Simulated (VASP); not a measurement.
# Sr (P-1) in VASP: relaxation of cell and atoms with PBE

Aim: the relaxation of cell and atoms of Sr with PBE.

Everything below comes from runs of VASP 6.6.1. Logs are shortened: lines on timing, memory, paths and dates and some standing lists are left out, and cuts for length are marked.

### 1 The cell of the first run

The typed cell holds 2 atoms: a = 4.120 Å, b = 6.961 Å, c = 5.614 Å, α = 74.42°, β = 66.35°, γ = 102.12°.

### 2 Relaxation of cell and atoms, PBE

File INCAR:

```
SYSTEM = Sr
ALGO = Normal ; EDIFF = 1E-6
EDIFFG = -0.04 ; ENCUT = 600
GGA = PE ; IBRION = 2
ISIF = 3 ; ISMEAR = 0
LASPH = .TRUE. ; LCHARG = .FALSE.
LREAL = .FALSE. ; LWAVE = .FALSE.
NELM = 100 ; NSW = 90
PREC = Accurate ; SIGMA = 0.1
```

File KPOINTS:

```
k-points
0
G
  6 4 4
  0 0 0
```

File POSCAR:

```
Sr
1.0
    4.1199886229      0.0000000000      0.0000000000
   -1.4620059776      6.8055205416      0.0000000000
    2.2524106253      2.0259370226      4.7268007517
Sr
2
Direct
    0.2318417210      0.5032983767      0.1478536628
    0.6986822641      0.0404482336      0.7190859399
```

Potentials or basis: VASP PAW PBE potentials, release 64 (Sr_sv).

The run is started by

```console
cat potpaw_PBE.64/Sr_sv/POTCAR > POTCAR
mpirun -np 1 vasp_std > vasp.out
```

OUTCAR:

```text
SYSTEM = Sr
   EDIFF = 1E-6
   EDIFFG = -0.04
   ENCUT = 600
   GGA = PE
   IBRION = 2
   ISIF = 3
   ISMEAR = 0
   LASPH = .TRUE.
   LREAL = .FALSE.
   NELM = 100
   NSW = 90
   PREC = Accurate

 ion  position               nearest neighbor table
   1  0.232  0.503  0.148-   2 3.36   2 3.45   2 4.79
   2  0.699  0.040  0.719-   1 3.36   1 3.45   1 4.79

  LATTYP: Found a triclinic cell.
 ALAT       =     5.6143049250
 B/A-ratio  =     2.0507087746
 C/A-ratio  =     1.8801488827
 COS(alpha) =     0.0041102671
 COS(beta)  =     0.5523680297
 COS(gamma) =     0.8129172419

  Lattice vectors:

 A1 = (  -2.2524106253,  -2.0259370226,  -4.7268007517)
 A2 = (  -5.9668272282,   2.7536464964,  -9.4536015034)
 A3 = (   3.3295839752,  -8.8314575642,  -4.7268007517)

Analysis of symmetry for initial positions (statically):
=====================================================================
 Subroutine PRICEL returns:
 Original cell was already a primitive cell.

 Routine SETGRP: Setting up the symmetry group for a
 triclinic supercell.

 Subroutine GETGRP returns: Found  2 space group operations
 (whereof  1 operations were pure point group operations)
 out of a pool of  2 trial point group operations.

The static configuration has the point symmetry C_1 .
 The point group associated with its full space group is S_2 .

Analysis of symmetry for dynamics (positions and initial velocities):
=====================================================================
 Subroutine PRICEL returns:
 Original cell was already a primitive cell.

 Routine SETGRP: Setting up the symmetry group for a
 triclinic supercell.

 Subroutine GETGRP returns: Found  2 space group operations
 (whereof  1 operations were pure point group operations)
 out of a pool of  2 trial point group operations.

The dynamic configuration has the point symmetry C_1 .
 The point group associated with its full space group is S_2 .

 Subroutine INISYM returns: Found  2 space group operations
 (whereof  1 operations are pure point group operations),
 and found     1 'primitive' translations

----------------------------------------------------------------------------------------

                                     Primitive cell

  volume of cell :     132.5332

[... 120 lines left out ...]
 non-spin polarized calculation
 Gauss-broadening in eV      SIGMA  =   0.10
  energy-cutoff  :      600.00
  volume of cell :      132.53
 maximum number of plane-waves:      4448
 NGX is ok and might be reduce to    36
   NGX = 17   NGY = 27   NGZ = 23

--------------------------------------- Ionic step        1  -------------------------------------------

 number of electron      20.0000000 magnetization

 Free energy of the ion-electron system (eV)
  ---------------------------------------------------
  ext. energy  EPLUGINS =         0.00000000
  ---------------------------------------------------
  free energy    TOTEN  =        -1.88634493 eV

  energy without entropy =       -1.86243783  energy(sigma->0) =       -1.87439138

------------------------ aborting loop because EDIFF is reached ----------------------------------------

  FORCE on cell =-STRESS in cart. coord.  units (eV):
  Direction    XX          YY          ZZ          XY          YZ          ZX
  --------------------------------------------------------------------------------------
  -------------------------------------------------------------------------------------
  Total       -1.6198290      1.3761520      1.1519707      0.2347637     -4.0973640     -0.3732773
  in kB      -19.5819116     16.6361313     13.9260309      2.8380289    -49.5325255     -4.5125035
  external PRESSURE =       3.6600835 kB  Pullay stress =       0.0000000 kB
[... 89 lines left out ...]
  FREE ENERGIE OF THE ION-ELECTRON SYSTEM (eV)
  ---------------------------------------------------
  free  energy   TOTEN  =        -2.6689932057 eV

  energy  without entropy=       -2.6487457942  energy(sigma->0) =       -2.65886950

[... ionic steps 4 to 15 ...]

--------------------------------------- Ionic step       16  -------------------------------------------

 number of electron      20.0000000 magnetization

------------------------ aborting loop because EDIFF is reached ----------------------------------------
[... 67 lines left out ...]
--------------------------------------- Ionic step       18  -------------------------------------------

 number of electron      20.0000000 magnetization

 Free energy of the ion-electron system (eV)
  ---------------------------------------------------
  ext. energy  EPLUGINS =         0.00000000
  ---------------------------------------------------
  free energy    TOTEN  =        -3.29350507 eV

  energy without entropy =       -3.28130294  energy(sigma->0) =       -3.28740400

 E-fermi :   1.5987     XC(G=0):  -7.3557

 val. band max:        1.5938663801   @ k =   0.1667   0.0000   0.5000
 cond. band min:       1.6118871674   @ k =   0.5000   0.5000  -0.0000
 fundamental gap:      0.0180207873
 Fermi energy:         1.5986743346

 k-point     1 :       0.0000    0.0000    0.0000
  band No.  band energies     occupation
      1     -35.0326      2.00000
      2     -35.0183      2.00000
      3     -17.1178      2.00000
      4     -16.9501      2.00000
      5     -16.9447      2.00000
      6     -16.9221      2.00000
      7     -16.9188      2.00000
      8     -16.9169      2.00000
      9      -2.0590      2.00000
     10       0.4862      2.00000
     11       1.6783      0.26000
     12       3.5555      0.00000
     13       3.7881      0.00000
     14       3.9527      0.00000
[... 377 lines left out ...]
      1     -35.0170      2.00000
      2     -35.0168      2.00000
      3     -17.0732      2.00000
      4     -17.0728      2.00000
      5     -17.0058      2.00000
      6     -17.0053      2.00000
      7     -16.9640      2.00000
      8     -16.9602      2.00000
      9       0.7498      2.00000
     10       0.7750      2.00000
     11       1.9133      0.00001
     12       1.9457      0.00000
     13       2.7900      0.00000
     14       2.8346      0.00000

 [... further k-points ...]

------------------------ aborting loop because EDIFF is reached ----------------------------------------

  FORCE on cell =-STRESS in cart. coord.  units (eV):
  Direction    XX          YY          ZZ          XY          YZ          ZX
  --------------------------------------------------------------------------------------
  -------------------------------------------------------------------------------------
  Total       -0.0134709      0.0098673      0.0082075      0.0119851     -0.0177841      0.0116697
  in kB       -0.1965525      0.1439731      0.1197554      0.1748739     -0.2594861      0.1702716
  external PRESSURE =       0.0223920 kB  Pullay stress =       0.0000000 kB
[... 17 lines left out ...]
  FREE ENERGIE OF THE ION-ELECTRON SYSTEM (eV)
  ---------------------------------------------------
  free  energy   TOTEN  =        -3.2935050672 eV

  energy  without entropy=       -3.2813029402  energy(sigma->0) =       -3.28740400

 reached required accuracy - stopping structural energy minimisation
```

OSZICAR:

```text
N       E                     dE             d eps       ncg     rms          rms(c)
DAV:   1     0.131079839204E+03    0.13108E+03   -0.98274E+03  1456   0.129E+03
DAV:   2     0.902802486135E+01   -0.12205E+03   -0.12085E+03  1766   0.279E+02
[... 180 lines left out ...]
DAV:   1    -0.329932646732E+01   -0.63550E-02   -0.21608E+00  1456   0.115E+01    0.644E-01
DAV:   2    -0.329646535322E+01    0.28611E-02   -0.57538E-02  1738   0.192E+00    0.327E-01
DAV:   3    -0.329374010735E+01    0.27252E-02   -0.62871E-03  2376   0.556E-01    0.156E-01
DAV:   4    -0.329348367245E+01    0.25643E-03   -0.73565E-04  1930   0.191E-01    0.103E-01
DAV:   5    -0.329349851998E+01   -0.14848E-04   -0.14834E-04  2510   0.781E-02    0.320E-02
DAV:   6    -0.329350456927E+01   -0.60493E-05   -0.77933E-06  1912   0.223E-02    0.754E-03
DAV:   7    -0.329350506724E+01   -0.49797E-06   -0.53986E-07  1142   0.751E-03
  18 F= -.32935051E+01 E0= -.32874040E+01  d E =-.283645E-02
```

Wall time 24 min (1 thread of AMD EPYC 7R13 (Zen 3), shared host); peak memory 0.33 GiB.

What came out:

```
Free energy                            : -3.2935 eV
Relaxed volume                         : 54.90 Å³/atom
Relaxed cell                           : a = 4.366 Å, b = 7.385 Å, c = 4.213 Å, α = 107.84°, β = 59.33°, γ = 106.67°
Space group after relaxing (to 0.05 Å) : C2/c (No. 15)
Energy gained by relaxing              : 703.6 meV/atom
Ionic steps                            : 18
Pressure after relaxing                : 0.0 GPa
Largest force after relaxing           : 0.015 eV/Å
Band gap on the k mesh                 : zero (band 10 reaches 1.68 eV, above the bottom of band 11 at 1.55 eV)
```

Forces in eV/Å, atoms in the order of the input:
```
Sr   0.015  0.002  0.001
Sr  -0.015 -0.002 -0.001
```

Step by step:
```csv
step,energy change (eV),largest force (eV/Å),pressure (GPa),volume (Å³)
1,0.0000,0.2854,0.37,132.53
2,-0.6451,0.0516,-0.69,133.98
3,-0.7826,0.0838,-0.92,133.37
4,-1.0893,0.2081,-0.93,125.23
5,-1.2598,0.4915,1.51,99.24
6,-1.3202,0.4419,0.52,106.67
7,-1.3249,0.4248,0.26,109.02
8,-1.3611,0.2830,0.02,110.51
9,-1.3747,0.1601,-0.17,112.06
10,-1.3897,0.1181,-0.07,110.82
11,-1.3979,0.0765,0.10,108.95
12,-1.4012,0.0643,-0.01,109.88
13,-1.4021,0.0602,-0.10,110.80
14,-1.4040,0.0507,0.01,109.74
15,-1.4043,0.0450,0.09,109.00
16,-1.4060,0.0302,0.05,109.31
17,-1.4066,0.0255,-0.03,110.15
18,-1.4072,0.0150,0.00,109.81
```

Final structure:
```yaml
crystal:
  lattice:
    - [4.36158, -0.18603, -0.07347]
    - [-1.86716, 6.80916, -2.16358]
    - [2.22583, 0.34181, 3.56115]
  atoms:
    - { symbol: Sr, position: [0.21178, 0.52173, 0.18245] }
    - { symbol: Sr, position: [0.71874, 0.02201, 0.68449] }
```

Caveat: the volume moved by over 15 % at a fixed basis, so the end points are rough.
